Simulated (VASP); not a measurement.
# Li2Se (Fm-3m) in VASP: single point with r2SCAN

Aim: the single point of Li2Se with r2SCAN.

All numbers are computed with VASP 6.6.1; they aren't measurements. Logs are shortened: lines on timing, memory, paths and dates and some standing lists are left out, and cuts for length are marked.

## 1. The cell of the first run

The structure is cubic, space group Fm-3m (No. 225). Conventional cell: a = 5.947 Å, b = 5.947 Å, c = 5.947 Å, α = 90.00°, β = 90.00°, γ = 90.00°. Li (site symmetry -43m) has 4 Se at 2.58 Å and 6 Li at 2.97 Å within 3.4 Å. Within 3.4 Å of Se (site symmetry m-3m) lie 8 Li at 2.58 Å.

## 2. Single point, r2SCAN

Contents of POSCAR:

```
Li2Se
1.0
   11.8946040000      0.0000000000      0.0000000000
    0.0000000000     11.8946040000      0.0000000000
    0.0000000000      0.0000000000     11.8946040000
Li Se
64 32
Direct
    0.3750000000      0.1250000000      0.1250000000
    0.3750000000      0.1250000000      0.6250000000
    0.3750000000      0.6250000000      0.1250000000
    0.3750000000      0.6250000000      0.6250000000
    0.8750000000      0.1250000000      0.1250000000
    0.8750000000      0.1250000000      0.6250000000
    0.8750000000      0.6250000000      0.1250000000
    0.8750000000      0.6250000000      0.6250000000
    0.1250000000      0.3750000000      0.1250000000
    0.1250000000      0.3750000000      0.6250000000
    0.1250000000      0.8750000000      0.1250000000
    0.1250000000      0.8750000000      0.6250000000
    0.6250000000      0.3750000000      0.1250000000
    0.6250000000      0.3750000000      0.6250000000
    0.6250000000      0.8750000000      0.1250000000
    0.6250000000      0.8750000000      0.6250000000
    0.1250000000      0.1250000000      0.3750000000
    0.1250000000      0.1250000000      0.8750000000
    0.1250000000      0.6250000000      0.3750000000
    0.1250000000      0.6250000000      0.8750000000
    0.6250000000      0.1250000000      0.3750000000
    0.6250000000      0.1250000000      0.8750000000
    0.6250000000      0.6250000000      0.3750000000
    0.6250000000      0.6250000000      0.8750000000
    0.1250000000      0.1250000000      0.1250000000
    0.1250000000      0.1250000000      0.6250000000
    0.1250000000      0.6250000000      0.1250000000
    0.1250000000      0.6250000000      0.6250000000
    0.6250000000      0.1250000000      0.1250000000
    0.6250000000      0.1250000000      0.6250000000
    0.6250000000      0.6250000000      0.1250000000
    0.6250000000      0.6250000000      0.6250000000
    0.3750000000      0.3750000000      0.3750000000
    0.3750000000      0.3750000000      0.8750000000
    0.3750000000      0.8750000000      0.3750000000
    0.3750000000      0.8750000000      0.8750000000
    0.8750000000      0.3750000000      0.3750000000
    0.8750000000      0.3750000000      0.8750000000
    0.8750000000      0.8750000000      0.3750000000
    0.8750000000      0.8750000000      0.8750000000
    0.3750000000      0.3750000000      0.1250000000
    0.3750000000      0.3750000000      0.6250000000
    0.3750000000      0.8750000000      0.1250000000
    0.3750000000      0.8750000000      0.6250000000
    0.8750000000      0.3750000000      0.1250000000
    0.8750000000      0.3750000000      0.6250000000
    0.8750000000      0.8750000000      0.1250000000
    0.8750000000      0.8750000000      0.6250000000
    0.3750000000      0.1250000000      0.3750000000
    0.3750000000      0.1250000000      0.8750000000
    0.3750000000      0.6250000000      0.3750000000
    0.3750000000      0.6250000000      0.8750000000
    0.8750000000      0.1250000000      0.3750000000
    0.8750000000      0.1250000000      0.8750000000
    0.8750000000      0.6250000000      0.3750000000
    0.8750000000      0.6250000000      0.8750000000
    0.1250000000      0.3750000000      0.3750000000
    0.1250000000      0.3750000000      0.8750000000
    0.1250000000      0.8750000000      0.3750000000
    0.1250000000      0.8750000000      0.8750000000
    0.6250000000      0.3750000000      0.3750000000
    0.6250000000      0.3750000000      0.8750000000
    0.6250000000      0.8750000000      0.3750000000
    0.6250000000      0.8750000000      0.8750000000
    0.0000000000      0.0000000000      0.0000000000
    0.0000000000      0.0000000000      0.5000000000
    0.0000000000      0.5000000000      0.0000000000
    0.0000000000      0.5000000000      0.5000000000
    0.5000000000      0.0000000000      0.0000000000
    0.5000000000      0.0000000000      0.5000000000
    0.5000000000      0.5000000000      0.0000000000
    0.5000000000      0.5000000000      0.5000000000
    0.2500000000      0.2500000000      0.0000000000
    0.2500000000      0.2500000000      0.5000000000
    0.2500000000      0.7500000000      0.0000000000
    0.2500000000      0.7500000000      0.5000000000
    0.7500000000      0.2500000000      0.0000000000
    0.7500000000      0.2500000000      0.5000000000
    0.7500000000      0.7500000000      0.0000000000
    0.7500000000      0.7500000000      0.5000000000
    0.2500000000      0.0000000000      0.2500000000
    0.2500000000      0.0000000000      0.7500000000
    0.2500000000      0.5000000000      0.2500000000
    0.2500000000      0.5000000000      0.7500000000
    0.7500000000      0.0000000000      0.2500000000
    0.7500000000      0.0000000000      0.7500000000
    0.7500000000      0.5000000000      0.2500000000
    0.7500000000      0.5000000000      0.7500000000
    0.0000000000      0.2500000000      0.2500000000
    0.0000000000      0.2500000000      0.7500000000
    0.0000000000      0.7500000000      0.2500000000
    0.0000000000      0.7500000000      0.7500000000
    0.5000000000      0.2500000000      0.2500000000
    0.5000000000      0.2500000000      0.7500000000
    0.5000000000      0.7500000000      0.2500000000
    0.5000000000      0.7500000000      0.7500000000
```

Contents of INCAR.step1:

```
  PREC = Accurate
  ENCUT = 830
  ISMEAR = -1
  SIGMA = 0.05
  LREAL = Auto
  LASPH = T
  NELM = 120
  NBANDS = 246
  ISYM = 0
  GGA = PE
  ALGO = Normal
  EDIFF = 1E-5
  LWAVE = T
  LCHARG = F
  GGA_COMPAT = F
  NCORE = 4
```

Contents of INCAR.step2:

```
  PREC = Accurate
  ENCUT = 830
  EDIFF = 1E-6
  ISMEAR = -1
  SIGMA = 0.05
  LREAL = Auto
  LASPH = T
  NELM = 120
  ALGO = Normal
  ISIF = 2
  LWAVE = F
  LCHARG = T
  METAGGA = R2SCAN
  LMIXTAU = T
  LELF = T
  LVHAR = T
  NBANDS = 246
  ISYM = 0
  ISTART = 1
  GGA_COMPAT = F
  NCORE = 4
```

Contents of KPOINTS:

```
Automatic mesh
0
Gamma
  1 1 1
  0.25 0.25 0.25
```

Potentials or basis: VASP PAW PBE potentials, release 64 (Li_sv, Se).

The run is started by

```console
$ cat potpaw_PBE.64/Li_sv/POTCAR potpaw_PBE.64/Se/POTCAR > POTCAR
$ cp INCAR.step1 INCAR
$ mpirun -np 4 vasp_std > vasp.out
$ cp INCAR.step2 INCAR
$ mpirun -np 4 vasp_std > vasp.out
```

OUTCAR:

```text
PREC = Accurate
   ENCUT = 830
   EDIFF = 1E-6
   ISMEAR = -1
   LREAL = Auto
   LASPH = T
   NELM = 120
   ISIF = 2
   METAGGA = R2SCAN
   ISYM = 0
   ISTART = 1

 ion  position               nearest neighbor table
   1  0.375  0.125  0.125-  69 2.58  73 2.58  81 2.58  93 2.58
   2  0.375  0.125  0.625-  70 2.58  74 2.58  82 2.58  94 2.58
   3  0.375  0.625  0.125-  71 2.58  75 2.58  83 2.58  95 2.58
   4  0.375  0.625  0.625-  72 2.58  76 2.58  84 2.58  96 2.58
   5  0.875  0.125  0.125-  65 2.58  77 2.58  85 2.58  89 2.58
   6  0.875  0.125  0.625-  66 2.58  78 2.58  86 2.58  90 2.58
[... 110 lines left out ...]
  91  0.000  0.750  0.250-   7 2.58  11 2.58  19 2.58  27 2.58  39 2.58  47 2.58  55 2.58  59 2.58

  92  0.000  0.750  0.750-   8 2.58  12 2.58  20 2.58  28 2.58  40 2.58  48 2.58  56 2.58  60 2.58

  93  0.500  0.250  0.250-   1 2.58  13 2.58  21 2.58  29 2.58  33 2.58  41 2.58  49 2.58  61 2.58

  94  0.500  0.250  0.750-   2 2.58  14 2.58  22 2.58  30 2.58  34 2.58  42 2.58  50 2.58  62 2.58

  95  0.500  0.750  0.250-   3 2.58  15 2.58  23 2.58  31 2.58  35 2.58  43 2.58  51 2.58  63 2.58

  96  0.500  0.750  0.750-   4 2.58  16 2.58  24 2.58  32 2.58  36 2.58  44 2.58  52 2.58  64 2.58

IMPORTANT INFORMATION: All symmetrisations will be switched off!
NOSYMM: (Re-)initialisation of all symmetry stuff for point group C_1.

----------------------------------------------------------------------------------------

                                     Primitive cell

  volume of cell :    1682.8677

  direct lattice vectors                    reciprocal lattice vectors
    11.894604000  0.000000000  0.000000000     0.084071735  0.000000000  0.000000000
     0.000000000 11.894604000  0.000000000     0.000000000  0.084071735  0.000000000
     0.000000000  0.000000000 11.894604000     0.000000000  0.000000000  0.084071735

  length of vectors
    11.894604000 11.894604000 11.894604000     0.084071735  0.084071735  0.084071735

  position of ions in fractional coordinates (direct lattice)
     0.375000000  0.125000000  0.125000000
     0.375000000  0.125000000  0.625000000
     0.375000000  0.625000000  0.125000000
     0.375000000  0.625000000  0.625000000
     0.875000000  0.125000000  0.125000000
     0.875000000  0.125000000  0.625000000
[... 88 lines left out ...]
     0.500000000  0.750000000  0.250000000
     0.500000000  0.750000000  0.750000000

  ion indices of the primitive-cell ions
   primitive index   ion index
                 1           1
                 2           2
                 3           3
                 4           4
                 5           5
                 6           6
[... 88 lines left out ...]
                95          95
                96          96

----------------------------------------------------------------------------------------

 KPOINTS: Automatic mesh

Automatic generation of k-mesh.
 Grid dimensions read from file:
 generate k-points for:    1    1    1

 Generating k-lattice:

  Cartesian coordinates                     Fractional coordinates (reciprocal lattice)
     0.084071735  0.000000000  0.000000000     1.000000000  0.000000000  0.000000000
     0.000000000  0.084071735  0.000000000     0.000000000  1.000000000  0.000000000
     0.000000000  0.000000000  0.084071735     0.000000000  0.000000000  1.000000000

  Length of vectors
     0.084071735  0.084071735  0.084071735

  Shift w.r.t. Gamma in fractional coordinates (k-lattice)
     0.250000000  0.250000000  0.250000000

 Subroutine IBZKPT returns following result:
 ===========================================

 Found      4 irreducible k-points:

 Following reciprocal coordinates:
            Coordinates               Weight
  0.250000  0.250000  0.250000      2.000000
 -0.250000  0.250000  0.250000      2.000000
 -0.250000 -0.250000  0.250000      2.000000
  0.250000 -0.250000  0.250000      2.000000
   k-points           NKPTS =      4   k-points in BZ     NKDIM =      4   number of bands    NBANDS=    246
   number of dos      NEDOS =    301   number of ions     NIONS =     96
   total plane-waves  NPLWV = ******
   dimension x,y,z NGX =   112 NGY =  112 NGZ =  112
   dimension x,y,z NGXF=   224 NGYF=  224 NGZF=  224
   ions per type =              64  32
   NGX,Y,Z   is equivalent  to a cutoff of  15.65, 15.65, 15.65 a.u.
   NGXF,Y,Z  is equivalent  to a cutoff of  31.31, 31.31, 31.31 a.u.
 SYSTEM =  unknown system
   PREC   = accura    normal or accurate (medium, high low for compatibility)
   ISTART =      1    job   : 0-new  1-cont  2-samecut
   ICHARG =      0    charge: 1-file 2-atom 10-const
   ISPIN  =      1    spin polarized calculation?
   LNONCOLLINEAR =      F non collinear calculations
   LSORBIT =      F    spin-orbit coupling
   LASPH  =      T    aspherical Exc in radial PAW
   ENCUT  =  830.0 eV  61.00 Ry    7.81 a.u.  27.94 27.94 27.94*2*pi/ulx,y,z
   NELM   =    120;   NELMIN=  2; NELMDL=  0     # of ELM steps
   EDIFF  = 0.1E-05   stopping-criterion for ELM
   LREAL  =      T    real-space projection
   EDIFFG = 0.1E-04   stopping-criterion for IOM
   NSW    =      0    number of steps for IOM
   IBRION =     -1    ionic relax: 0-MD 1-quasi-New 2-CG
   NFREE  =      0    steps in history (QN), initial steepest desc. (CG)
   ISIF   =      2    stress and relaxation
   ISYM   =      0    0-nonsym 1-usesym 2-fastsym
   POTIM  = 0.5000    time-step for ionic-motion
   TEBEG  =    0.0;   TEEND  =   0.0 temperature during run
   PSTRESS=    0.0 pullay stress
   NELECT =     384.0000    total number of electrons
   NUPDOWN=      -1.0000    fix difference up-down
   EMIN   =  10.00;   EMAX   =-10.00  energy-range for DOS
   EFERMI =   0.00;   METHOD = LEGACY
   ISMEAR =    -1;   SIGMA  =   0.05  broadening in eV -4-tet -1-fermi 0-gaus
   EFERMI_NEDOS =   21; number of points for ismear=-14 and -15
   IALGO  =     38    algorithm
   IMIX   =      4    mixing-type and parameters
     AMIX     =   0.40;   BMIX     =  1.00
     AMIX_MAG =   1.60;   BMIX_MAG =  1.00
  volume/ion in A,a.u.               =      17.53       118.30
  Fermi-wavevector in a.u.,A,eV,Ry     =   1.000388  1.890460 13.616393  1.000777
  Thomas-Fermi vector in A             =   2.132741
   LORBIT       =      0    0 simple, 1 ext, 2 COOP (PROOUT), +10 PAW based schemes
   METAGGA = R2SCAN    functional components
   LHFCALC =     F    Hartree Fock is set to
   AEXX    =    0.0000 exact exchange contribution
   IVDW    =     0    specifies the selected vdW correction
   LEPSILON=     F    determine dielectric tensor
   LRPA    =     F    only Hartree local field effects (RPA)
 non-spin polarized calculation
  energy-cutoff  :      830.00
  volume of cell :     1682.87
 maximum number of plane-waves:     91421
   NGX = 55   NGY = 55   NGZ = 55

 number of electron     384.0000171 magnetization

 Free energy of the ion-electron system (eV)
  ---------------------------------------------------
  ext. energy  EPLUGINS =         0.00000000
  ---------------------------------------------------
  free energy    TOTEN  =      -750.08063612 eV

  energy without entropy =     -750.08063612  energy(sigma->0) =     -750.08063612

 E-fermi :   2.0604     XC(G=0):  -8.7325

 val. band max:        0.7743565519   @ k =   0.2500  -0.2500   0.2500
 cond. band min:       4.8039014799   @ k =  -0.2500  -0.2500   0.2500
 fundamental gap:      4.0295449279
 Fermi energy:         2.0603540173

 k-point     1 :       0.2500    0.2500    0.2500
  band No.  band energies     occupation
      1     -45.2487      2.00000
      2     -45.2462      2.00000
      3     -45.2462      2.00000
      4     -45.2462      2.00000
      5     -45.2437      2.00000
      6     -45.2437      2.00000
[... 817 lines left out ...]
    203       6.0357      0.00000
    204       6.0357      0.00000
 [bands above 204 left out]

------------------------ aborting loop because EDIFF is reached ----------------------------------------

  FORCE on cell =-STRESS in cart. coord.  units (eV):
  Direction    XX          YY          ZZ          XY          YZ          ZX
  --------------------------------------------------------------------------------------
  -------------------------------------------------------------------------------------
  Total        3.2939626      3.2939631      3.2939618      0.0000007     -0.0000019     -0.0000020
  in kB        3.1360233      3.1360238      3.1360226      0.0000006     -0.0000018     -0.0000019
  external PRESSURE =       3.1360232 kB  Pullay stress =       0.0000000 kB

 VOLUME and BASIS-vectors are now :
 -----------------------------------------------------------------------------
  energy-cutoff  :      830.00
  volume of cell :     1682.87
      direct lattice vectors                 reciprocal lattice vectors
    11.894604000  0.000000000  0.000000000     0.084071735  0.000000000  0.000000000
     0.000000000 11.894604000  0.000000000     0.000000000  0.084071735  0.000000000
     0.000000000  0.000000000 11.894604000     0.000000000  0.000000000  0.084071735

 POSITION                                       TOTAL-FORCE (eV/Angst)
 -----------------------------------------------------------------------------------
      4.46048      1.48683      1.48683         0.000000      0.000000      0.000000
      4.46048      1.48683      7.43413         0.000000     -0.000000     -0.000000
      4.46048      7.43413      1.48683         0.000000      0.000000     -0.000000
      4.46048      7.43413      7.43413         0.000000      0.000000      0.000000
     10.40778      1.48683      1.48683         0.000000      0.000000      0.000000
     10.40778      1.48683      7.43413         0.000000     -0.000000     -0.000000
[... 88 lines left out ...]
      5.94730      8.92095      2.97365         0.000000     -0.000000      0.000001
      5.94730      8.92095      8.92095         0.000000      0.000000     -0.000001
 -----------------------------------------------------------------------------------
    total drift:                               -0.000001      0.000001      0.000000

  FREE ENERGIE OF THE ION-ELECTRON SYSTEM (eV)
  ---------------------------------------------------
  free  energy   TOTEN  =      -750.0806361172 eV

  energy  without entropy=     -750.0806361171  energy(sigma->0) =     -750.08063612
```

Wall time 51 min (4 MPI ranks of AMD EPYC 9R45 (Zen 5), shared host); peak memory 1.2 GiB.

Results:

```
Free energy            : -750.0806 eV
Pressure               : 0.3 GPa
Band gap on the k mesh : 4.03 eV
```

Caveat: the PAW data sets were made with another functional, which shifts forces and pressure a little; a shifted mesh leaves out Γ, where band edges can lie. A k mesh can miss the band edges.
